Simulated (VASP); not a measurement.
# Pd (Im-3m) in VASP: further runs

The runs below take Pd through single point, with PBEsol, LDA.

Everything below comes from runs of VASP 6.6.1. Logs are shortened: lines on timing, memory, paths and dates and some standing lists are left out, and cuts for length are marked.

## 1. The cell of the first run

Symmetry: Im-3m, No. 229, cubic system. Conventional cell: a = 3.165 Å, b = 3.165 Å, c = 3.165 Å, α = 90.00°, β = 90.00°, γ = 90.00°. Within 3.6 Å of Pd (site symmetry m-3m) lie 14 Pd at 2.74 to 3.17 Å.

## 2. Single point, PBEsol (volume scaled by 1.02)

INCAR

```
SYSTEM = Pd
ALGO = Normal ; EDIFF = 1E-6
ENCUT = 520 ; GGA = PS
ISIF = 2 ; ISMEAR = -1
LASPH = .TRUE. ; LCHARG = .FALSE.
LREAL = .FALSE. ; LWAVE = .FALSE.
NBANDS = 11 ; NELM = 60
PREC = Accurate ; SIGMA = 0.05
```

KPOINTS

```
k-points
0
G
  12 12 12
  0 0 0
```

POSCAR

```
Pd
1.0
   -1.5826937604      1.5826937604      1.5826937604
    1.5826937604     -1.5826937604      1.5826937604
    1.5826937604      1.5826937604     -1.5826937604
Pd
1
Direct
    0.0000000000      0.0000000000      0.0000000000
```

Potentials or basis: VASP PAW PBE potentials, release 64 (Pd).

Run with:

```
> cat potpaw_PBE.64/Pd/POTCAR > POTCAR
> mpirun -np 1 vasp_std > vasp.out
```

OUTCAR:

```text
SYSTEM = Pd
   EDIFF = 1E-6
   ENCUT = 520
   GGA = PS
   ISIF = 2
   ISMEAR = -1
   LASPH = .TRUE.
   LREAL = .FALSE.
   NELM = 60
   PREC = Accurate

 ion  position               nearest neighbor table
   1  0.000  0.000  0.000-

  LATTYP: Found a body centered cubic cell.
 ALAT       =     3.1653875208

  Lattice vectors:

 A1 = (  -1.5826937604,   1.5826937604,   1.5826937604)
 A2 = (   1.5826937604,  -1.5826937604,   1.5826937604)
 A3 = (   1.5826937604,   1.5826937604,  -1.5826937604)

Analysis of symmetry for initial positions (statically):
=====================================================================
 Subroutine PRICEL returns:
 Original cell was already a primitive cell.

 Routine SETGRP: Setting up the symmetry group for a
 body centered cubic supercell.

 Subroutine GETGRP returns: Found 48 space group operations
[... 9 lines left out ...]

 Routine SETGRP: Setting up the symmetry group for a
 body centered cubic supercell.

 Subroutine GETGRP returns: Found 48 space group operations
[... 11 lines left out ...]
                                     Primitive cell

  volume of cell :      15.8581

  direct lattice vectors                    reciprocal lattice vectors
    -1.582693760  1.582693760  1.582693760     0.000000000  0.315917085  0.315917085
     1.582693760 -1.582693760  1.582693760     0.315917085  0.000000000  0.315917085
     1.582693760  1.582693760 -1.582693760     0.315917085  0.315917085  0.000000000

  length of vectors
     2.741306006  2.741306006  2.741306006     0.446774227  0.446774227  0.446774227

  position of ions in fractional coordinates (direct lattice)
     0.000000000  0.000000000  0.000000000

  ion indices of the primitive-cell ions
   primitive index   ion index
                 1           1

----------------------------------------------------------------------------------------

 KPOINTS: k-points

Automatic generation of k-mesh.
 Grid dimensions read from file:
 generate k-points for:   12   12   12

 Generating k-lattice:

  Cartesian coordinates                     Fractional coordinates (reciprocal lattice)
     0.000000000  0.026326424  0.026326424     0.083333333  0.000000000  0.000000000
     0.026326424  0.000000000  0.026326424     0.000000000  0.083333333  0.000000000
     0.026326424  0.026326424  0.000000000     0.000000000  0.000000000  0.083333333

  Length of vectors
     0.037231186  0.037231186  0.037231186

  Shift w.r.t. Gamma in fractional coordinates (k-lattice)
     0.000000000  0.000000000  0.000000000

 Subroutine IBZKPT returns following result:
 ===========================================

 Found     72 irreducible k-points:

 Following reciprocal coordinates:
            Coordinates               Weight
  0.000000  0.000000  0.000000      1.000000
  0.083333  0.000000  0.000000     12.000000
  0.166667  0.000000  0.000000     12.000000
  0.250000  0.000000  0.000000     12.000000
  0.333333  0.000000  0.000000     12.000000
  0.416667  0.000000  0.000000     12.000000
[... 16 lines left out ...]
  0.333333  0.083333  0.083333     24.000000
  0.416667  0.083333  0.083333     12.000000
 [... further k-points ...]
   k-points           NKPTS =     72   k-points in BZ     NKDIM =     72   number of bands    NBANDS=     11
   number of dos      NEDOS =    301   number of ions     NIONS =      1
   total plane-waves  NPLWV =   8000
   dimension x,y,z NGX =    20 NGY =   20 NGZ =   20
   dimension x,y,z NGXF=    40 NGYF=   40 NGZF=   40
   ions per type =               1
   NGX,Y,Z   is equivalent  to a cutoff of  12.13, 12.13, 12.13 a.u.
   NGXF,Y,Z  is equivalent  to a cutoff of  24.26, 24.26, 24.26 a.u.
 SYSTEM =  Pd
   PREC   = accura    normal or accurate (medium, high low for compatibility)
   ISTART =      0    job   : 0-new  1-cont  2-samecut
   ICHARG =      2    charge: 1-file 2-atom 10-const
   ISPIN  =      1    spin polarized calculation?
   LNONCOLLINEAR =      F non collinear calculations
   LSORBIT =      F    spin-orbit coupling
   LASPH  =      T    aspherical Exc in radial PAW
   ENCUT  =  520.0 eV  38.22 Ry    6.18 a.u.   5.10  5.10  5.10*2*pi/ulx,y,z
   NELM   =     60;   NELMIN=  2; NELMDL= -5     # of ELM steps
   EDIFF  = 0.1E-05   stopping-criterion for ELM
   LREAL  =      F    real-space projection
   EDIFFG = 0.1E-04   stopping-criterion for IOM
   NSW    =      0    number of steps for IOM
   IBRION =     -1    ionic relax: 0-MD 1-quasi-New 2-CG
   NFREE  =      0    steps in history (QN), initial steepest desc. (CG)
   ISIF   =      2    stress and relaxation
   ISYM   =      2    0-nonsym 1-usesym 2-fastsym
   POTIM  = 0.5000    time-step for ionic-motion
   TEBEG  =    0.0;   TEEND  =   0.0 temperature during run
   PSTRESS=    0.0 pullay stress
   NELECT =      10.0000    total number of electrons
   NUPDOWN=      -1.0000    fix difference up-down
   EMIN   =  10.00;   EMAX   =-10.00  energy-range for DOS
   EFERMI =   0.00;   METHOD = LEGACY
   ISMEAR =    -1;   SIGMA  =   0.05  broadening in eV -4-tet -1-fermi 0-gaus
   EFERMI_NEDOS =   21; number of points for ismear=-14 and -15
   IALGO  =     38    algorithm
   IMIX   =      4    mixing-type and parameters
     AMIX     =   0.40;   BMIX     =  1.00
     AMIX_MAG =   1.60;   BMIX_MAG =  1.00
  volume/ion in A,a.u.               =      15.86       107.02
  Fermi-wavevector in a.u.,A,eV,Ry     =   1.403863  2.652916 26.814774  1.970830
  Thomas-Fermi vector in A             =   2.526482
   LORBIT       =      0    0 simple, 1 ext, 2 COOP (PROOUT), +10 PAW based schemes
   GGA     = PS    functional components
   LHFCALC =     F    Hartree Fock is set to
   AEXX    =    0.0000 exact exchange contribution
   IVDW    =     0    specifies the selected vdW correction
   LEPSILON=     F    determine dielectric tensor
   LRPA    =     F    only Hartree local field effects (RPA)
 non-spin polarized calculation
  energy-cutoff  :      520.00
  volume of cell :       15.86
 maximum number of plane-waves:       438
   NGX = 11   NGY = 11   NGZ = 11

 number of electron      10.0000001 magnetization

 Free energy of the ion-electron system (eV)
  ---------------------------------------------------
  ext. energy  EPLUGINS =         0.00000000
  ---------------------------------------------------
  free energy    TOTEN  =        -5.86211117 eV

  energy without entropy =       -5.85126295  energy(sigma->0) =       -5.85668706

 E-fermi :   8.4255     XC(G=0): -12.9303

 val. band max:        8.4162894053   @ k =  -0.2500   0.2500   0.1667
 cond. band min:       8.4966193218   @ k =  -0.4167   0.4167   0.2500
 fundamental gap:      0.0803299164
 Fermi energy:         8.4255239568

 k-point     1 :       0.0000    0.0000    0.0000
  band No.  band energies     occupation
      1       1.7629      2.00000
      2       5.7846      2.00000
      3       5.7846      2.00000
      4       5.7846      2.00000
      5       7.5986      2.00000
      6       7.5986      2.00000
      7      27.5963      0.00000
      8      27.5963      0.00000
      9      27.5963      0.00000
     10      35.3100      0.00000
     11      35.4094      0.00000

 k-point     2 :       0.0833    0.0000    0.0000
  band No.  band energies     occupation
      1       2.0119      2.00000
      2       5.7046      2.00000
      3       5.7880      2.00000
      4       5.9557      2.00000
      5       7.5085      2.00000
      6       7.6047      2.00000
      7      27.3428      0.00000
      8      27.5983      0.00000
      9      27.8761      0.00000
     10      33.4339      0.00000
     11      33.9759      0.00000

 k-point     3 :       0.1667    0.0000    0.0000
  band No.  band energies     occupation
      1       2.6938      2.00000
      2       5.4924      2.00000
      3       5.8011      2.00000
      4       6.4457      2.00000
      5       7.3474      2.00000
      6       7.6267      2.00000
      7      25.9950      0.00000
      8      27.1442      0.00000
      9      28.6436      0.00000
     10      32.3646      0.00000
     11      32.4266      0.00000

 k-point     4 :       0.2500    0.0000    0.0000
  band No.  band energies     occupation
      1       3.4908      2.00000
      2       5.2163      2.00000
      3       6.0387      2.00000
      4       7.1785      2.00000
      5       7.3032      2.00000
      6       7.6697      2.00000
      7      23.2515      0.00000
      8      25.8955      0.00000
      9      29.6944      0.00000
     10      30.0372      0.00000
     11      32.0376      0.00000

 k-point     5 :       0.3333    0.0000    0.0000
  band No.  band energies     occupation
      1       3.7893      2.00000
      2       4.9543      2.00000
      3       7.0684      2.00000
      4       7.4378      2.00000
      5       7.7286      2.00000
      6       8.0083      1.99953
      7      20.0594      0.00000
      8      24.5714      0.00000
      9      27.7204      0.00000
     10      30.7344      0.00000
     11      32.3359      0.00000
[... 211 lines left out ...]
 k-point    21 :       0.1667    0.0833    0.0833
  band No.  band energies     occupation
      1       3.9238      2.00000
      2       5.1615      2.00000
      3       5.4099      2.00000
      4       7.4289      2.00000
      5       7.6238      2.00000
      6       8.0350      1.99919
      7      23.4349      0.00000
      8      24.7271      0.00000
      9      26.1577      0.00000
     10      29.8230      0.00000
     11      35.0367      0.00000

 k-point    22 :       0.2500    0.0833    0.0833
  band No.  band energies     occupation
      1       4.1993      2.00000
      2       4.9205      2.00000
      3       6.0653      2.00000
      4       7.4772      2.00000
      5       7.7255      2.00000
      6       9.3174      0.00000
      7      20.2257      0.00000
      8      23.6066      0.00000
      9      24.6553      0.00000
     10      30.9851      0.00000
     11      34.8811      0.00000

 k-point    23 :       0.3333    0.0833    0.0833
  band No.  band energies     occupation
      1       4.0698      2.00000
      2       4.7620      2.00000
      3       7.0343      2.00000
      4       7.5614      2.00000
      5       7.7917      1.99999
      6      10.8281      0.00000
      7      17.2920      0.00000
      8      22.8324      0.00000
      9      23.6108      0.00000
     10      31.8825      0.00000
     11      34.7686      0.00000

 k-point    24 :       0.4167    0.0833    0.0833
  band No.  band energies     occupation
      1       3.9960      2.00000
      2       4.7070      2.00000
      3       7.4603      2.00000
      4       7.5967      2.00000
      5       7.8152      1.99999
      6      11.8604      0.00000
      7      15.7429      0.00000
      8      22.5582      0.00000
      9      23.2107      0.00000
     10      32.2042      0.00000
     11      34.8445      0.00000

 [... further k-points ...]
[... 5 lines left out ...]
  --------------------------------------------------------------------------------------
  -------------------------------------------------------------------------------------
  Total       -1.2767146     -1.2767146     -1.2767146     -0.0000000     -0.0000000     -0.0000000
  in kB     -128.9893177   -128.9893177   -128.9893177     -0.0000000     -0.0000000     -0.0000000
  external PRESSURE =    -128.9893177 kB  Pullay stress =       0.0000000 kB

 VOLUME and BASIS-vectors are now :
 -----------------------------------------------------------------------------
  energy-cutoff  :      520.00
  volume of cell :       15.86
      direct lattice vectors                 reciprocal lattice vectors
    -1.582693760  1.582693760  1.582693760     0.000000000  0.315917085  0.315917085
     1.582693760 -1.582693760  1.582693760     0.315917085  0.000000000  0.315917085
     1.582693760  1.582693760 -1.582693760     0.315917085  0.315917085  0.000000000

 POSITION                                       TOTAL-FORCE (eV/Angst)
 -----------------------------------------------------------------------------------
      0.00000      0.00000      0.00000         0.000000     -0.000000      0.000000
 -----------------------------------------------------------------------------------
    total drift:                                0.000000     -0.000000      0.000000

  FREE ENERGIE OF THE ION-ELECTRON SYSTEM (eV)
  ---------------------------------------------------
  free  energy   TOTEN  =        -5.8621111656 eV

  energy  without entropy=       -5.8512629528  energy(sigma->0) =       -5.85668706
```

Run time: 8.4 s. Hardware: 1 thread of AMD EPYC 7R43 (Zen 3), shared host; peak memory 0.1 GiB.

Results:

| Quantity | Value |
| --- | --- |
| Free energy | -5.8621 eV |
| Pressure | -12.9 GPa |
| Band gap on the k mesh | zero (band 5 reaches 8.98 eV, above the bottom of band 6 at 7.49 eV) |

Levels at points of the mesh, in eV from the Fermi level:
| k point | band 2 | band 3 | band 4 | band 5 | band 6 | band 7 | band 8 | band 9 |
| --- | --- | --- | --- | --- | --- | --- | --- | --- |
| (0.00, 0.00, 0.00) | -2.64 | -2.64 | -2.64 | -0.83 | -0.83 | 19.17 | 19.17 | 19.17 |
| (0.50, 0.00, 0.00) | -3.72 | -0.90 | -0.62 | 0.55 | 1.46 | 7.34 | 14.91 | 17.08 |
| (0.50, 0.50, 0.50) | -4.67 | 0.21 | 0.21 | 0.21 | 8.90 | 8.90 | 8.90 | 16.50 |

Caveat: the cell differs from its parent crystal (volume scaled by 1.02); the PAW data sets were made with another functional, which shifts forces and pressure a little.

## 3. Single point, LDA (volume scaled by 1.04)

INCAR

```
SYSTEM = Pd
PREC     = Accurate       ! precision mode
ENCUT    = 520            ! plane-wave cutoff, eV
EDIFF    = 1E-6           ! SCF threshold, eV
ISMEAR   = -1             ! smearing method
SIGMA    = 0.05           ! smearing width, eV
LREAL    = .False.        ! projectors in reciprocal space
LASPH    = .True.         ! aspherical terms in the spheres
NELM     = 60             ! most SCF steps
ALGO     = Fast           ! electronic algorithm
ISIF     = 2              ! what is computed and relaxed
LWAVE    = .False.        ! write WAVECAR
LCHARG   = .False.        ! write CHGCAR
NBANDS   = 11             ! bands
```

KPOINTS

```
regular mesh
0
Gamma
  12 12 12
  0 0 0
```

POSCAR

```
Pd
1.0
   -1.5929712806      1.5929712806      1.5929712806
    1.5929712806     -1.5929712806      1.5929712806
    1.5929712806      1.5929712806     -1.5929712806
Pd
1
Direct
    0.0000000000      0.0000000000      0.0000000000
```

Potentials or basis: VASP PAW LDA potentials, release 64 (Pd).

Run with:

```
> cat potpaw_LDA.64/Pd/POTCAR > POTCAR
> mpirun -np 1 vasp_std > vasp.out
```

It took 12 s on 1 thread of AMD EPYC 7R43 (Zen 3), shared host; peak memory 0.1 GiB.

It converged, with:

```
Free energy            : -6.3123 eV
Pressure               : -19.7 GPa
Band gap on the k mesh : zero (band 5 reaches 8.61 eV, above the bottom of band 6 at 7.18 eV)
```

Levels at points of the mesh, in eV from the Fermi level:
| k point | band 2 | band 3 | band 4 | band 5 | band 6 | band 7 | band 8 | band 9 |
| --- | --- | --- | --- | --- | --- | --- | --- | --- |
| (0.00, 0.00, 0.00) | -2.58 | -2.58 | -2.58 | -0.80 | -0.80 | 19.12 | 19.12 | 19.12 |
| (0.50, 0.00, 0.00) | -3.63 | -0.88 | -0.60 | 0.53 | 1.51 | 7.17 | 14.85 | 16.79 |
| (0.50, 0.50, 0.50) | -4.53 | 0.20 | 0.20 | 0.20 | 8.80 | 8.80 | 8.80 | 16.10 |

Caveat: the cell differs from its parent crystal (volume scaled by 1.04).

## 4. Single point, LDA

This run uses another cell than the first one, of 14.25 Å³/atom, 0.899 times its volume.

INCAR

```
SYSTEM = Pd
ALGO     = Fast           ! electronic algorithm
EDIFF    = 1E-7           ! SCF threshold, eV
ENCUT    = 520            ! plane-wave cutoff, eV
ISIF     = 2              ! what is computed and relaxed
ISMEAR   = -1             ! smearing method
LASPH    = .True.         ! aspherical terms in the spheres
LCHARG   = .False.        ! write CHGCAR
LREAL    = .False.        ! projectors in reciprocal space
LWAVE    = .False.        ! write WAVECAR
NBANDS   = 11             ! bands
NELM     = 80             ! most SCF steps
PREC     = Accurate       ! precision mode
SIGMA    = 0.05           ! smearing width, eV
```

KPOINTS

```
k-points
0
Gamma
  12 12 12
  0 0 0
```

POSCAR

```
Pd
1.0
   -1.5272344906      1.5272344906      1.5272344906
    1.5272344906     -1.5272344906      1.5272344906
    1.5272344906      1.5272344906     -1.5272344906
Pd
1
Direct
    0.0000000000      0.0000000000      0.0000000000
```

Run with:

```
> cat potpaw_LDA.64/Pd/POTCAR > POTCAR
> mpirun -np 1 vasp_std > vasp.out
```

It took 5.1 s on 1 thread of Intel Xeon 6975P-C (Granite Rapids), shared host; peak memory 0.12 GiB.

Results (log left out):

```yaml
Free_energy: -6.4455 eV
Pressure: 0.3 GPa
Band_gap_on_the_k_mesh: zero (band 5 reaches 10.85 eV, above the bottom of band 6 at 9.05 eV)
```

Levels at points of the mesh, in eV from the Fermi level:
```csv
k point,band 1,band 2,band 3,band 4,band 5,band 6,band 7,band 8,band 9,band 10
"(0.00, 0.00, 0.00)",-7.46,-3.13,-3.13,-3.13,-0.98,-0.98,19.41,19.41,19.41,25.90
"(0.50, 0.00, 0.00)",-5.61,-4.41,-1.06,-0.71,0.70,1.30,8.24,15.19,18.09,25.01
"(0.50, 0.50, 0.50)",-5.55,-5.55,0.27,0.27,0.27,9.29,9.29,9.29,18.24,18.24
```

## 5. Overview

| level | potentials or basis | cell | gap on the mesh (eV) | pressure (GPa) |
| --- | --- | --- | --- | --- |
| PBEsol | VASP PAW PBE potentials, release 64 (Pd) | a = 2.741 Å, angles 109.5°, 1 atom | none | -12.9 |
| LDA | VASP PAW LDA potentials, release 64 (Pd) | a = 2.759 Å, angles 109.5°, 1 atom | none | -19.7 |
| LDA | VASP PAW LDA potentials, release 64 (Pd) | a = 2.645 Å, angles 109.5°, 1 atom | none | 0.3 |

Alike in all rows: task single point; no spin polarisation; k mesh 12 × 12 × 12; cutoff (eV) 520; smearing fermi-dirac 0.05 eV.

Caveats: the PAW data sets were made with another functional, which shifts forces and pressure a little (some runs).

Total energies depend on the potentials used, so only differences within one code and one set of settings carry meaning.
